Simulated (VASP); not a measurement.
# ZnS (P6_3mc) in VASP: settings compared

The runs below take ZnS through single point, with revPBE+D4, PBE+D4, LDA, RPBE.

All numbers are computed with VASP 6.6.1; they aren't measurements. Logs are shortened: lines on timing, memory, paths and dates and some standing lists are left out, and cuts for length are marked.

**1. The cell of the first run**

It takes space group P6_3mc (No. 186, hexagonal). Conventional cell: a = 3.873 Å, b = 3.873 Å, c = 12.685 Å, α = 90.00°, β = 90.00°, γ = 120.00°. Within 3.1 Å of Zn (site symmetry 3m) lie 4 S at 2.37 to 2.38 Å. Within 3.1 Å of Zn (site symmetry 3m) lie 4 S at 2.37 to 2.38 Å. Within 3.1 Å of S (site symmetry 3m) lie 4 Zn at 2.37 to 2.38 Å. Within 3.1 Å of S (site symmetry 3m) lie 4 Zn at 2.37 to 2.38 Å.

**2. Single point, revPBE+D4**

File INCAR:

```
ALGO = Normal
EDIFF = 1E-6
ENCUT = 520
GGA = RE
ISIF = 2
ISMEAR = -1
IVDW = 13
LASPH = True
LCHARG = False
LREAL = False
LWAVE = False
NBANDS = 46
NELM = 100
PREC = Accurate
SIGMA = 0.05
```

File KPOINTS:

```
k-points
0
Gamma
  8 8 3
```

File POSCAR:

```
ZnS
1.0
    3.8730044530      0.0000000000      0.0000000000
   -1.9365022265      3.3541202452      0.0000000000
    0.0000000000      0.0000000000     12.6847557358
Zn S
4 4
Direct
    0.6666666667      0.3333333333      0.7500000000
    0.3333333333      0.6666666667      0.2500000000
    0.0000000000      0.0000000000      0.5000000000
    0.0000000000      0.0000000000      0.0000000000
    0.6666666667      0.3333333333      0.9375000000
    0.3333333333      0.6666666667      0.4375000000
    0.0000000000      0.0000000000      0.6875000000
    0.0000000000      0.0000000000      0.1875000000
```

Potentials or basis: VASP PAW PBE potentials, release 64 (Zn, S).

Command:

```sh
> cat potpaw_PBE.64/Zn/POTCAR potpaw_PBE.64/S/POTCAR > POTCAR
> mpirun -np 1 vasp_std > vasp.out
```

OUTCAR:

```text
EDIFF = 1E-6
   ENCUT = 520
   GGA = RE
   ISIF = 2
   ISMEAR = -1
   IVDW = 13
   LASPH = True
   LREAL = False
   NELM = 100
   PREC = Accurate

 ion  position               nearest neighbor table
   1  0.667  0.333  0.750-   7 2.37   7 2.37   7 2.37   5 2.38
   2  0.333  0.667  0.250-   8 2.37   8 2.37   8 2.37   6 2.38
   3  0.000  0.000  0.500-   6 2.37   6 2.37   6 2.37   7 2.38
   4  0.000  0.000  0.000-   5 2.37   5 2.37   5 2.37   8 2.38
   5  0.667  0.333  0.938-   4 2.37   4 2.37   4 2.37   1 2.38
   6  0.333  0.667  0.438-   3 2.37   3 2.37   3 2.37   2 2.38
   7  0.000  0.000  0.688-   1 2.37   1 2.37   1 2.37   3 2.38
   8  0.000  0.000  0.188-   2 2.37   2 2.37   2 2.37   4 2.38

  LATTYP: Found a hexagonal cell.
 ALAT       =     3.8730044530
 C/A-ratio  =     3.2751719988

  Lattice vectors:

 A1 = (   3.8730044530,   0.0000000000,   0.0000000000)
 A2 = (  -1.9365022265,   3.3541202452,   0.0000000000)
 A3 = (   0.0000000000,   0.0000000000,  12.6847557358)

Analysis of symmetry for initial positions (statically):
=====================================================================
 Subroutine PRICEL returns:
 Original cell was already a primitive cell.

 Routine SETGRP: Setting up the symmetry group for a
 hexagonal supercell.

 Subroutine GETGRP returns: Found 12 space group operations
 (whereof  6 operations were pure point group operations)
 out of a pool of 24 trial point group operations.

The static configuration has the point symmetry C_3v.
 The point group associated with its full space group is C_6v.

Analysis of symmetry for dynamics (positions and initial velocities):
=====================================================================
 Subroutine PRICEL returns:
 Original cell was already a primitive cell.

 Routine SETGRP: Setting up the symmetry group for a
 hexagonal supercell.

 Subroutine GETGRP returns: Found 12 space group operations
 (whereof  6 operations were pure point group operations)
 out of a pool of 24 trial point group operations.

The dynamic configuration has the point symmetry C_3v.
 The point group associated with its full space group is C_6v.

 Subroutine INISYM returns: Found 12 space group operations
 (whereof  6 operations are pure point group operations),
 and found     1 'primitive' translations

----------------------------------------------------------------------------------------

                                     Primitive cell

  volume of cell :     164.7816

  direct lattice vectors                    reciprocal lattice vectors
     3.873004453  0.000000000  0.000000000     0.258197483  0.149070386  0.000000000
    -1.936502227  3.354120245  0.000000000     0.000000000  0.298140772  0.000000000
     0.000000000  0.000000000 12.684755736     0.000000000  0.000000000  0.078834786

  length of vectors
     3.873004453  3.873004453 12.684755736     0.298140772  0.298140772  0.078834786

  position of ions in fractional coordinates (direct lattice)
     0.666666667  0.333333333  0.750000000
     0.333333333  0.666666667  0.250000000
     0.000000000  0.000000000  0.500000000
     0.000000000  0.000000000  0.000000000
     0.666666667  0.333333333  0.937500000
     0.333333333  0.666666667  0.437500000
     0.000000000  0.000000000  0.687500000
     0.000000000  0.000000000  0.187500000

  ion indices of the primitive-cell ions
   primitive index   ion index
                 1           1
                 2           2
                 3           3
                 4           4
                 5           5
                 6           6
                 7           7
                 8           8

----------------------------------------------------------------------------------------

 KPOINTS: k-points

Automatic generation of k-mesh.
 Grid dimensions read from file:
 generate k-points for:    8    8    3

 Generating k-lattice:

  Cartesian coordinates                     Fractional coordinates (reciprocal lattice)
     0.032274685  0.018633798  0.000000000     0.125000000  0.000000000  0.000000000
     0.000000000  0.037267597  0.000000000     0.000000000  0.125000000  0.000000000
     0.000000000  0.000000000  0.026278262     0.000000000  0.000000000  0.333333333

  Length of vectors
     0.037267597  0.037267597  0.026278262

  Shift w.r.t. Gamma in fractional coordinates (k-lattice)
     0.000000000  0.000000000  0.000000000

 Subroutine IBZKPT returns following result:
 ===========================================

 Found     20 irreducible k-points:

 Following reciprocal coordinates:
            Coordinates               Weight
  0.000000  0.000000  0.000000      1.000000
  0.125000  0.000000  0.000000      6.000000
  0.250000  0.000000  0.000000      6.000000
  0.375000  0.000000  0.000000      6.000000
  0.500000  0.000000  0.000000      3.000000
  0.125000  0.125000  0.000000      6.000000
[... 12 lines left out ...]
  0.250000  0.250000  0.333333     12.000000
  0.375000  0.250000  0.333333     12.000000
   k-points           NKPTS =     20   k-points in BZ     NKDIM =     20   number of bands    NBANDS=     46
   number of dos      NEDOS =    301   number of ions     NIONS =      8
   total plane-waves  NPLWV =  86400
   dimension x,y,z NGX =    30 NGY =   30 NGZ =   96
   dimension x,y,z NGXF=    60 NGYF=   60 NGZF=  192
   ions per type =               4   4
   NGX,Y,Z   is equivalent  to a cutoff of  12.88, 12.88, 12.58 a.u.
   NGXF,Y,Z  is equivalent  to a cutoff of  25.75, 25.75, 25.16 a.u.
 SYSTEM =  unknown system
   PREC   = accura    normal or accurate (medium, high low for compatibility)
   ISTART =      0    job   : 0-new  1-cont  2-samecut
   ICHARG =      2    charge: 1-file 2-atom 10-const
   ISPIN  =      1    spin polarized calculation?
   LNONCOLLINEAR =      F non collinear calculations
   LSORBIT =      F    spin-orbit coupling
   LASPH  =      T    aspherical Exc in radial PAW
   ENCUT  =  520.0 eV  38.22 Ry    6.18 a.u.   7.20  7.20 23.59*2*pi/ulx,y,z
   NELM   =    100;   NELMIN=  2; NELMDL= -5     # of ELM steps
   EDIFF  = 0.1E-05   stopping-criterion for ELM
   LREAL  =      F    real-space projection
   EDIFFG = 0.1E-04   stopping-criterion for IOM
   NSW    =      0    number of steps for IOM
   IBRION =     -1    ionic relax: 0-MD 1-quasi-New 2-CG
   NFREE  =      0    steps in history (QN), initial steepest desc. (CG)
   ISIF   =      2    stress and relaxation
   ISYM   =      2    0-nonsym 1-usesym 2-fastsym
   POTIM  = 0.5000    time-step for ionic-motion
   TEBEG  =    0.0;   TEEND  =   0.0 temperature during run
   PSTRESS=    0.0 pullay stress
   NELECT =      72.0000    total number of electrons
   NUPDOWN=      -1.0000    fix difference up-down
   EMIN   =  10.00;   EMAX   =-10.00  energy-range for DOS
   EFERMI =   0.00;   METHOD = LEGACY
   ISMEAR =    -1;   SIGMA  =   0.05  broadening in eV -4-tet -1-fermi 0-gaus
   EFERMI_NEDOS =   21; number of points for ismear=-14 and -15
   IALGO  =     38    algorithm
   IMIX   =      4    mixing-type and parameters
     AMIX     =   0.40;   BMIX     =  1.00
     AMIX_MAG =   1.60;   BMIX_MAG =  1.00
  volume/ion in A,a.u.               =      20.60       139.00
  Fermi-wavevector in a.u.,A,eV,Ry     =   1.242270  2.347550 20.996992  1.543235
  Thomas-Fermi vector in A             =   2.376632
   LORBIT       =      0    0 simple, 1 ext, 2 COOP (PROOUT), +10 PAW based schemes
   GGA     = RE    functional components
   LHFCALC =     F    Hartree Fock is set to
   AEXX    =    0.0000 exact exchange contribution
   IVDW    =    13    specifies the selected vdW correction
   LEPSILON=     F    determine dielectric tensor
   LRPA    =     F    only Hartree local field effects (RPA)
 non-spin polarized calculation
  energy-cutoff  :      520.00
  volume of cell :      164.78
 maximum number of plane-waves:      4455
 NGX is ok and might be reduce to    30
   NGX = 15   NGY = 15   NGZ = 47

 number of electron      72.0000061 magnetization

 Free energy of the ion-electron system (eV)
  ---------------------------------------------------
  ext. energy  EPLUGINS =         0.00000000
  ---------------------------------------------------
  free energy    TOTEN  =       -25.12995281 eV

  energy without entropy =      -25.12995281  energy(sigma->0) =      -25.12995281

 E-fermi :   2.8316     XC(G=0):  -9.2565

 val. band max:        1.8076181456   @ k =   0.0000   0.0000   0.0000
 cond. band min:       3.8920049772   @ k =   0.0000   0.0000   0.0000
 fundamental gap:      2.0843868316
 Fermi energy:         2.8316018420

 k-point     1 :       0.0000    0.0000    0.0000
  band No.  band energies     occupation
      1     -11.0412      2.00000
      2     -10.6602      2.00000
      3     -10.6486      2.00000
      4     -10.1993      2.00000
      5      -4.3372      2.00000
      6      -4.3342      2.00000
[... 38 lines left out ...]
     45       8.5340      0.00000
     46       8.6090      0.00000

 k-point     2 :       0.1250    0.0000    0.0000
  band No.  band energies     occupation
      1     -10.9452      2.00000
      2     -10.5816      2.00000
      3     -10.5700      2.00000
      4     -10.1466      2.00000
      5      -4.3383      2.00000
      6      -4.3217      2.00000
[... 38 lines left out ...]
     45       8.5369      0.00000
     46       8.8111      0.00000

 k-point     3 :       0.2500    0.0000    0.0000
  band No.  band energies     occupation
      1     -10.6890      2.00000
      2     -10.3803      2.00000
      3     -10.3689      2.00000
      4     -10.0246      2.00000
      5      -4.3425      2.00000
      6      -4.3141      2.00000
[... 822 lines left out ...]
     45       9.0120      0.00000
     46       9.3772      0.00000

 k-point    20 :       0.3750    0.2500    0.3333
  band No.  band energies     occupation
      1     -10.0521      2.00000
      2     -10.0269      2.00000
      3      -9.9641      2.00000
      4      -9.9434      2.00000
      5      -4.2622      2.00000
      6      -4.2588      2.00000
[... 38 lines left out ...]
     45       9.1519      0.00000
     46       9.3807      0.00000

------------------------ aborting loop because EDIFF is reached ----------------------------------------

  DFT-D4 for vdW energy calculation

  Edisp (eV):   -4.21163

  FORCE on cell =-STRESS in cart. coord.  units (eV):
  Direction    XX          YY          ZZ          XY          YZ          ZX
  --------------------------------------------------------------------------------------
  -------------------------------------------------------------------------------------
  Total      -4.45408    -4.45408    -4.59075     0.00000     0.00000     0.00000
  in kB     -43.30713   -43.30713   -44.63604     0.00000     0.00000     0.00000
  external pressure =      -43.75 kB  Pullay stress =        0.00 kB

 VOLUME and BASIS-vectors are now :
 -----------------------------------------------------------------------------
  energy-cutoff  :      520.00
  volume of cell :      164.78
      direct lattice vectors                 reciprocal lattice vectors
     3.873004453  0.000000000  0.000000000     0.258197483  0.149070386  0.000000000
    -1.936502227  3.354120245  0.000000000     0.000000000  0.298140772  0.000000000
     0.000000000  0.000000000 12.684755736     0.000000000  0.000000000  0.078834786

 POSITION                                       TOTAL-FORCE (eV/Angst)
 -----------------------------------------------------------------------------------
      1.93650      1.11804      9.51357        -0.000000      0.000000      0.003337
     -0.00000      2.23608      3.17119         0.000000      0.000000      0.003337
      0.00000      0.00000      6.34238        -0.000000     -0.000000      0.013506
      0.00000      0.00000      0.00000         0.000000      0.000000      0.013506
      1.93650      1.11804     11.89196        -0.000000      0.000000      0.018057
     -0.00000      2.23608      5.54958         0.000000      0.000000      0.018057
      0.00000      0.00000      8.72077         0.000000      0.000000     -0.034900
      0.00000      0.00000      2.37839        -0.000000      0.000000     -0.034900
 -----------------------------------------------------------------------------------
    total drift:                               -0.000000     -0.000001     -0.000702

  FREE ENERGIE OF THE ION-ELECTRON SYSTEM (eV)
  ---------------------------------------------------
  free  energy   TOTEN  =       -29.3415800079 eV

  energy  without entropy=      -29.3415800078  energy(sigma->0) =      -29.34158001
```

It took 1.7 min on 1 thread of AMD EPYC 9R45 (Zen 5), shared host; peak memory 0.31 GiB.

Results:

* Free energy: -29.3416 eV
* Pressure: -4.4 GPa
* Largest force: 0.035 eV/Å
* Band gap on the k mesh: 2.08 eV
* Dispersion energy per atom: -0.526 eV

Forces on the atoms (eV/Å):
```
Zn   0.000  0.000  0.003
Zn   0.000  0.000  0.003
Zn   0.000  0.000  0.014
Zn   0.000  0.000  0.014
S    0.000  0.000  0.018
S    0.000  0.000  0.018
S    0.000  0.000 -0.035
S    0.000  0.000 -0.035
```

Caveat: the cell stands under tension; the PAW data sets were made with another functional, which shifts forces and pressure a little; an odd mesh through Γ misses points on the zone boundary, where band edges can lie.

**3. Single point, PBE+D4**

This run uses another cell than the first one, of 20.99 Å³/atom.

File INCAR:

```
SYSTEM = ZnS
PREC = Accurate
ENCUT = 520
EDIFF = 1E-6
ISMEAR = -1
SIGMA = 0.05
LREAL = .FALSE.
LASPH = .TRUE.
NELM = 100
ALGO = Normal
ISIF = 2
LWAVE = .FALSE.
LCHARG = .FALSE.
GGA = PE
IVDW = 13
NBANDS = 46
```

File KPOINTS:

```
Automatic mesh
0
G
  8 8 3
  0 0 0
```

Edit POSCAR of step 2 so:

```diff
@@ -2,5 +2,5 @@
 1.0
-    3.8730044530      0.0000000000      0.0000000000
-   -1.9365022265      3.3541202452      0.0000000000
-    0.0000000000      0.0000000000     12.6847557358
+    3.8976739363      0.0000000000      0.0000000000
+   -1.9488369681      3.3754846444      0.0000000000
+    0.0000000000      0.0000000000     12.7655525367
 Zn S
```

Potentials or basis: VASP PAW PBE potentials, release 64 (Zn, S).

Command:

```sh
> cat potpaw_PBE.64/Zn/POTCAR potpaw_PBE.64/S/POTCAR > POTCAR
> mpirun -np 1 vasp_std > vasp.out
```

Wall time 100 s (1 thread of AMD EPYC 9R45 (Zen 5), shared host); peak memory 0.31 GiB.

Results (log left out):

- Free energy: -29.6371 eV
- Pressure: -4.8 GPa
- Largest force: 0.031 eV/Å
- Band gap on the k mesh: 1.88 eV
- Dispersion energy per atom: -0.286 eV

Forces in eV/Å, atoms in the order of the input:
```
Zn   0.000  0.000  0.001
Zn   0.000  0.000  0.001
Zn   0.000  0.000  0.011
Zn   0.000  0.000  0.011
S    0.000  0.000  0.020
S    0.000  0.000  0.020
S    0.000  0.000 -0.031
S    0.000  0.000 -0.031
```

Stress tensor (GPa, compression positive):
```
-4.77  0.00  0.00
 0.00 -4.77  0.00
 0.00  0.00 -4.88
```

Levels at points of the mesh, in eV from the valence-band top:
| k point | band 33 | band 34 | band 35 | band 36 | band 37 | band 38 | band 39 | band 40 |
| --- | --- | --- | --- | --- | --- | --- | --- | --- |
| (0.00, 0.00, 0.00) | -0.41 | -0.04 | 0.00 | 0.00 | 1.88 | 3.08 | 3.22 | 3.43 |
| (0.50, 0.00, 0.00) | -1.44 | -1.43 | -1.00 | -0.79 | 3.25 | 3.39 | 3.78 | 4.34 |

Caveat: the cell stands under tension; an odd mesh through Γ misses points on the zone boundary, where band edges can lie.

**4. Single point, revPBE+D4**

This run uses another cell than the first one, of 20.99 Å³/atom.

File INCAR:

```
SYSTEM = ZnS
PREC = Accurate ; ENCUT = 520
EDIFF = 1E-6 ; ISMEAR = -1
SIGMA = 0.05 ; LREAL = .False.
LASPH = .True. ; NELM = 60
ALGO = Normal ; ISIF = 2
LWAVE = .False. ; LCHARG = .False.
GGA = RE ; IVDW = 13
NBANDS = 46
```

File KPOINTS:

```
regular mesh
0
Gamma
  8 8 3
  0 0 0
```

POSCAR is that of step 3.

Command:

```sh
> cat potpaw_PBE.64/Zn/POTCAR potpaw_PBE.64/S/POTCAR > POTCAR
> mpirun -np 1 vasp_std > vasp.out
```

Wall time 100 s (1 thread of AMD EPYC 9R45 (Zen 5), shared host); peak memory 0.31 GiB.

Results (log left out):

| Item | Value |
| --- | --- |
| Free energy | -29.2450 eV |
| Pressure | -5.4 GPa |
| Largest force | 0.030 eV/Å |
| Band gap on the k mesh | 2.00 eV |
| Dispersion energy per atom | -0.515 eV |

Forces in eV/Å, atoms in the order of the input:
```
Zn   0.000  0.000  0.002
Zn   0.000  0.000  0.002
Zn   0.000  0.000  0.009
Zn   0.000  0.000  0.009
S    0.000  0.000  0.019
S    0.000  0.000  0.019
S    0.000  0.000 -0.030
S    0.000  0.000 -0.030
```

Stress tensor (GPa, compression positive):
```
-5.35  0.00  0.00
 0.00 -5.35  0.00
 0.00  0.00 -5.49
```

Levels at points of the mesh, in eV from the valence-band top:
```csv
k point,band 34,band 35,band 36,band 37,band 38,band 39
"(0.00, 0.00, 0.00)",-0.03,0.00,0.00,2.00,3.17,3.31
"(0.50, 0.00, 0.00)",-1.42,-0.99,-0.79,3.35,3.49,3.87
```

Caveat: the cell stands under tension; the PAW data sets were made with another functional, which shifts forces and pressure a little; an odd mesh through Γ misses points on the zone boundary, where band edges can lie.

(Part 1 of 2 ends here.)
